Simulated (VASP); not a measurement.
# SrO (P-6m2) in VASP: further runs

Runs on SrO. Level: PBEsol. Tasks: single point.

Program: VASP 6.6.1. These are calculated values, not measurements. Logs are shortened: lines on timing, memory, paths and dates and some standing lists are left out, and cuts for length are marked.

## Step 1: The cell of the first run

The structure is hexagonal, space group P-6m2 (No. 187). Conventional cell: a = 3.427 Å, b = 3.427 Å, c = 3.122 Å, α = 90.00°, β = 90.00°, γ = 120.00°. Sr (site symmetry -6m2) has 6 O at 2.52 Å and 2 Sr at 3.12 Å within 3.3 Å. O (site symmetry -6m2) has 6 Sr at 2.52 Å and 2 O at 3.12 Å within 3.3 Å.

## Step 2: Single point, PBEsol (volume scaled by 0.960)

INCAR

```
SYSTEM = SrO
PREC = Accurate
ENCUT = 520
EDIFF = 1E-6
ISMEAR = 0
SIGMA = 0.05
LREAL = .FALSE.
LASPH = .TRUE.
NELM = 100
ALGO = Normal
ISIF = 2
LWAVE = .FALSE.
LCHARG = .FALSE.
GGA = PS
NBANDS = 15
```

KPOINTS

```
regular mesh
0
G
  10 10 10
  0 0 0
```

POSCAR

```
SrO
1.0
    3.4272518739      0.0000000000      0.0000000000
   -1.7136259369      2.9680871880      0.0000000000
    0.0000000000      0.0000000000      3.1222035729
Sr O
1 1
Direct
    0.0000000000      0.0000000000      0.0000000000
    0.6666666667      0.3333333333      0.5000000000
```

Potentials or basis: VASP PAW PBE potentials, release 64 (Sr_sv, O).

The run is started by

```bash
$ cat potpaw_PBE.64/Sr_sv/POTCAR potpaw_PBE.64/O/POTCAR > POTCAR
$ mpirun -np 1 vasp_std > vasp.out
```

OUTCAR:

```text
SYSTEM = SrO
   PREC = Accurate
   ENCUT = 520
   EDIFF = 1E-6
   ISMEAR = 0
   LREAL = .FALSE.
   LASPH = .TRUE.
   NELM = 100
   ISIF = 2
   GGA = PS

 ion  position               nearest neighbor table
   1  0.000  0.000  0.000-   2 2.52   2 2.52   2 2.52   2 2.52   2 2.52   2 2.52
   2  0.667  0.333  0.500-   1 2.52   1 2.52   1 2.52   1 2.52   1 2.52   1 2.52

  LATTYP: Found a hexagonal cell.
 ALAT       =     3.4272518739
 C/A-ratio  =     0.9109933229

  Lattice vectors:

 A1 = (   3.4272518739,   0.0000000000,   0.0000000000)
 A2 = (  -1.7136259369,   2.9680871880,   0.0000000000)
 A3 = (   0.0000000000,   0.0000000000,   3.1222035729)

Analysis of symmetry for initial positions (statically):
=====================================================================
 Subroutine PRICEL returns:
 Original cell was already a primitive cell.

 Routine SETGRP: Setting up the symmetry group for a
 hexagonal supercell.

 Subroutine GETGRP returns: Found 12 space group operations
 (whereof 12 operations were pure point group operations)
 out of a pool of 24 trial point group operations.

The static configuration has the point symmetry D_3h.

Analysis of symmetry for dynamics (positions and initial velocities):
=====================================================================
 Subroutine PRICEL returns:
 Original cell was already a primitive cell.

 Routine SETGRP: Setting up the symmetry group for a
 hexagonal supercell.

 Subroutine GETGRP returns: Found 12 space group operations
 (whereof 12 operations were pure point group operations)
 out of a pool of 24 trial point group operations.

The dynamic configuration has the point symmetry D_3h.

 Subroutine INISYM returns: Found 12 space group operations
 (whereof 12 operations are pure point group operations),
 and found     1 'primitive' translations

----------------------------------------------------------------------------------------

                                     Primitive cell

  volume of cell :      31.7602

  direct lattice vectors                    reciprocal lattice vectors
     3.427251874  0.000000000  0.000000000     0.291778964  0.168458663  0.000000000
    -1.713625937  2.968087188  0.000000000     0.000000000  0.336917326  0.000000000
     0.000000000  0.000000000  3.122203573     0.000000000  0.000000000  0.320286611

  length of vectors
     3.427251874  3.427251874  3.122203573     0.336917326  0.336917326  0.320286611

  position of ions in fractional coordinates (direct lattice)
     0.000000000  0.000000000  0.000000000
     0.666666667  0.333333333  0.500000000

[... 89 lines left out ...]
   EMIN   =  10.00;   EMAX   =-10.00  energy-range for DOS
   EFERMI =   0.00;   METHOD = LEGACY
   ISMEAR =     0;   SIGMA  =   0.05  broadening in eV -4-tet -1-fermi 0-gaus
   EFERMI_NEDOS =   21; number of points for ismear=-14 and -15
   IALGO  =     38    algorithm
   IMIX   =      4    mixing-type and parameters
     AMIX     =   0.40;   BMIX     =  1.00
     AMIX_MAG =   1.60;   BMIX_MAG =  1.00
  volume/ion in A,a.u.               =      15.88       107.16
  Fermi-wavevector in a.u.,A,eV,Ry     =   1.302627  2.461609 23.086883  1.696838
  Thomas-Fermi vector in A             =   2.433683
   LORBIT       =      0    0 simple, 1 ext, 2 COOP (PROOUT), +10 PAW based schemes
   GGA     = PS    functional components
   LHFCALC =     F    Hartree Fock is set to
   AEXX    =    0.0000 exact exchange contribution
   IVDW    =     0    specifies the selected vdW correction
   LEPSILON=     F    determine dielectric tensor
   LRPA    =     F    only Hartree local field effects (RPA)
 non-spin polarized calculation
 Gauss-broadening in eV      SIGMA  =   0.05
  energy-cutoff  :      520.00
  volume of cell :       31.76
 maximum number of plane-waves:       869
 NGX is ok and might be reduce to    28
   NGX = 13   NGY = 13   NGZ = 11

 number of electron      16.0000003 magnetization

 Free energy of the ion-electron system (eV)
  ---------------------------------------------------
  ext. energy  EPLUGINS =         0.00000000
  ---------------------------------------------------
  free energy    TOTEN  =       -12.22067634 eV

  energy without entropy =      -12.22067634  energy(sigma->0) =      -12.22067634

 E-fermi :   2.6042     XC(G=0): -10.5931

 val. band max:        2.3570394870   @ k =   0.0000   0.0000   0.0000
 cond. band min:       5.2125003758   @ k =   0.0000   0.0000   0.0000
 fundamental gap:      2.8554608888
 Fermi energy:         2.6042442517

 k-point     1 :       0.0000    0.0000    0.0000
  band No.  band energies     occupation
      1     -30.5467      2.00000
      2     -13.1594      2.00000
      3     -12.0806      2.00000
      4     -12.0806      2.00000
      5     -11.8376      2.00000
      6       1.3896      2.00000
      7       1.3896      2.00000
      8       2.3570      2.00000
      9       5.2125      0.00000
     10       6.4647      0.00000
     11      10.3534      0.00000
     12      10.3534      0.00000
     13      13.2725      0.00000
     14      13.2725      0.00000
[... 401 lines left out ...]
      2     -14.7415      2.00000
      3     -12.5217      2.00000
      4     -11.8514      2.00000
      5     -11.0067      2.00000
      6       0.1848      2.00000
      7       1.5326      2.00000
      8       1.7301      2.00000
      9       6.2528      0.00000
     10       9.4186      0.00000
     11      10.7945      0.00000
     12      11.9277      0.00000
     13      12.6632      0.00000
     14      14.4321      0.00000
     15      16.9289      0.00000

 [... further k-points ...]

------------------------ aborting loop because EDIFF is reached ----------------------------------------

  FORCE on cell =-STRESS in cart. coord.  units (eV):
  Direction    XX          YY          ZZ          XY          YZ          ZX
  --------------------------------------------------------------------------------------
  -------------------------------------------------------------------------------------
  Total        0.9304179      0.9304179      0.9701267      0.0000000     -0.0000000      0.0000000
  in kB       46.9358561     46.9358561     48.9390082      0.0000000     -0.0000000      0.0000000
  external PRESSURE =      47.6035735 kB  Pullay stress =       0.0000000 kB

 VOLUME and BASIS-vectors are now :
 -----------------------------------------------------------------------------
  energy-cutoff  :      520.00
  volume of cell :       31.76
      direct lattice vectors                 reciprocal lattice vectors
     3.427251874  0.000000000  0.000000000     0.291778964  0.168458663  0.000000000
    -1.713625937  2.968087188  0.000000000     0.000000000  0.336917326  0.000000000
     0.000000000  0.000000000  3.122203573     0.000000000  0.000000000  0.320286611

 POSITION                                       TOTAL-FORCE (eV/Angst)
 -----------------------------------------------------------------------------------
      0.00000      0.00000      0.00000        -0.000000      0.000000      0.000000
      1.71363      0.98936      1.56110         0.000000      0.000000      0.000000
 -----------------------------------------------------------------------------------
    total drift:                               -0.000000      0.000000      0.000000

  FREE ENERGIE OF THE ION-ELECTRON SYSTEM (eV)
  ---------------------------------------------------
  free  energy   TOTEN  =       -12.2206763426 eV

  energy  without entropy=      -12.2206763426  energy(sigma->0) =      -12.22067634
```

It took 22 s on 1 thread of Intel Xeon 6975P-C, shared host; peak memory 0.18 GiB.

What came out:

```yaml
Free_energy: -12.2207 eV
Pressure: 4.8 GPa
Band_gap_on_the_k_mesh: 2.86 eV, direct
```

Stress tensor (GPa, compression positive):
```
4.69 0.00 0.00
0.00 4.69 0.00
0.00 0.00 4.89
```

Caveat: the PAW data sets were made with another functional, which shifts forces and pressure a little.

## Step 3: Single point, PBEsol (volume scaled by 0.980)

INCAR

```
ALGO = Normal
EDIFF = 1E-7
ENCUT = 520
GGA = PS
ISIF = 2
ISMEAR = 0
LASPH = True
LCHARG = True
LELF = True
LREAL = False
LVHAR = True
LWAVE = False
NBANDS = 15
NELM = 60
PREC = Accurate
SIGMA = 0.05
```

KPOINTS

```
k-points
0
Gamma
  10 10 10
```

POSCAR

```
SrO
1.0
    3.4528909912      0.0000000000      0.0000000000
   -1.7264454956      2.9902913149      0.0000000000
    0.0000000000      0.0000000000      3.1400919725
Sr O
1 1
Direct
    0.0000000000      0.0000000000      0.0000000000
    0.6666666667      0.3333333333      0.5000000000
```

Potentials or basis: VASP PAW PBE potentials, release 64 (Sr_sv, O).

The run is started by

```bash
$ cat potpaw_PBE.64/Sr_sv/POTCAR potpaw_PBE.64/O/POTCAR > POTCAR
$ mpirun -np 1 vasp_std > vasp.out
```

OUTCAR:

```text
EDIFF = 1E-7
   ENCUT = 520
   GGA = PS
   ISIF = 2
   ISMEAR = 0
   LASPH = True
   LREAL = False
   NELM = 60
   PREC = Accurate

 ion  position               nearest neighbor table
   1  0.000  0.000  0.000-   2 2.54   2 2.54   2 2.54   2 2.54   2 2.54   2 2.54
   2  0.667  0.333  0.500-   1 2.54   1 2.54   1 2.54   1 2.54   1 2.54   1 2.54

  LATTYP: Found a hexagonal cell.
 ALAT       =     3.4528909912
 C/A-ratio  =     0.9094095297

  Lattice vectors:

 A1 = (   3.4528909912,   0.0000000000,   0.0000000000)
 A2 = (  -1.7264454956,   2.9902913149,   0.0000000000)
 A3 = (   0.0000000000,   0.0000000000,   3.1400919725)

Analysis of symmetry for initial positions (statically):
=====================================================================
 Subroutine PRICEL returns:
 Original cell was already a primitive cell.

 Routine SETGRP: Setting up the symmetry group for a
 hexagonal supercell.

 Subroutine GETGRP returns: Found 12 space group operations
 (whereof 12 operations were pure point group operations)
 out of a pool of 24 trial point group operations.

[... 176 lines left out ...]
      5     -12.0261      2.00000
      6       1.3022      2.00000
      7       1.3022      2.00000
      8       2.2401      2.00000
      9       5.0651      0.00000
     10       6.2637      0.00000
     11      10.1432      0.00000
     12      10.1432      0.00000
     13      13.0119      0.00000
     14      13.0119      0.00000
[... 401 lines left out ...]
      2     -14.7815      2.00000
      3     -12.6822      2.00000
      4     -12.0426      2.00000
      5     -11.1940      2.00000
      6       0.1045      2.00000
      7       1.4476      2.00000
      8       1.6206      2.00000
      9       6.1247      0.00000
     10       9.1928      0.00000
     11      10.5529      0.00000
     12      11.6782      0.00000
     13      12.4077      0.00000
     14      14.1054      0.00000
     15      16.5319      0.00000

 [... further k-points ...]

------------------------ aborting loop because EDIFF is reached ----------------------------------------

  FORCE on cell =-STRESS in cart. coord.  units (eV):
  Direction    XX          YY          ZZ          XY          YZ          ZX
  --------------------------------------------------------------------------------------
  -------------------------------------------------------------------------------------
  Total        0.5207175      0.5207175      0.5572287      0.0000000      0.0000000      0.0000000
  in kB       25.7320269     25.7320269     27.5362811      0.0000000      0.0000000      0.0000000
  external PRESSURE =      26.3334449 kB  Pullay stress =       0.0000000 kB

 VOLUME and BASIS-vectors are now :
 -----------------------------------------------------------------------------
  energy-cutoff  :      520.00
  volume of cell :       32.42
      direct lattice vectors                 reciprocal lattice vectors
     3.452890991  0.000000000  0.000000000     0.289612386  0.167207789  0.000000000
    -1.726445496  2.990291315  0.000000000     0.000000000  0.334415579  0.000000000
     0.000000000  0.000000000  3.140091973     0.000000000  0.000000000  0.318462010

 POSITION                                       TOTAL-FORCE (eV/Angst)
 -----------------------------------------------------------------------------------
      0.00000      0.00000      0.00000        -0.000000      0.000000      0.000000
      1.72645      0.99676      1.57005         0.000000     -0.000000      0.000000
 -----------------------------------------------------------------------------------
    total drift:                               -0.000001      0.000000      0.000000

  FREE ENERGIE OF THE ION-ELECTRON SYSTEM (eV)
  ---------------------------------------------------
  free  energy   TOTEN  =       -12.2363362026 eV

  energy  without entropy=      -12.2363362026  energy(sigma->0) =      -12.23633620
```

It took 29 s on 1 thread of Intel Xeon 6975P-C, shared host; peak memory 0.18 GiB.

What came out:

```
Free energy            : -12.2363 eV
Pressure               : 2.6 GPa
Band gap on the k mesh : 2.83 eV, direct
```

Stress tensor (GPa, compression positive):
```
2.57 0.00 0.00
0.00 2.57 0.00
0.00 0.00 2.75
```

Caveat: the PAW data sets were made with another functional, which shifts forces and pressure a little.

(Part 1 of 2 ends here.)
